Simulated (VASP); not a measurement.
Set up this calculation in VASP 6.6.1, as the native input.

```
Task                   : single point
Functional             : PBEsol
Potentials or basis    : VASP PAW PBE potentials, release 64 (Pb_d, S)
Cutoff                 : 500 eV
k mesh                 : 5 × 5 × 5
Occupations            : gaussian, width 0.01 eV
Spin                   : no spin polarisation
Dipole correction      : no
Further INCAR settings : ALGO = Normal; EDIFF = 1e-06; NBANDS = 17
```

The structure of PbS lies in POSCAR:

```
PbS
1.0
    2.1126620000      1.2197460000      3.4519160000
   -2.1126620000      1.2197460000      3.4519160000
    0.0000000000     -2.4394920000      3.4519160000
Pb S
1 1
Direct
    0.9805660000      0.9805660000      0.9805660000
    0.4750360000      0.4750360000      0.4750360000
```

These files were run (other wordings do the same):

INCAR

```
SYSTEM = PbS
PREC = Accurate ; ENCUT = 500
EDIFF = 1E-6 ; ISMEAR = 0
SIGMA = 0.01 ; LREAL = .False.
LASPH = .True. ; NELM = 120
ALGO = Normal ; ISIF = 2
LWAVE = .False. ; LCHARG = .False.
GGA = PS ; NBANDS = 17
GGA_COMPAT = .False.
```

KPOINTS

```
Automatic mesh
0
Gamma
  5 5 5
  0 0 0
```

Potentials or basis: VASP PAW PBE potentials, release 64 (Pb_d, S).

Run with:

```console
$ cat potpaw_PBE.64/Pb_d/POTCAR potpaw_PBE.64/S/POTCAR > POTCAR
$ mpirun -np 1 vasp_std > vasp.out
```

Results of the run:

```yaml
Pressure: -2.3 GPa
Largest_force: 0.005 eV/Å
```

Caveat: the PAW data sets were made with another functional, which shifts forces and pressure a little.

Run time: 7.7 s on 1 thread of Intel(R) Xeon(R) 6975P-C (Granite Rapids), on a shared host, peak memory 0.17 GiB.
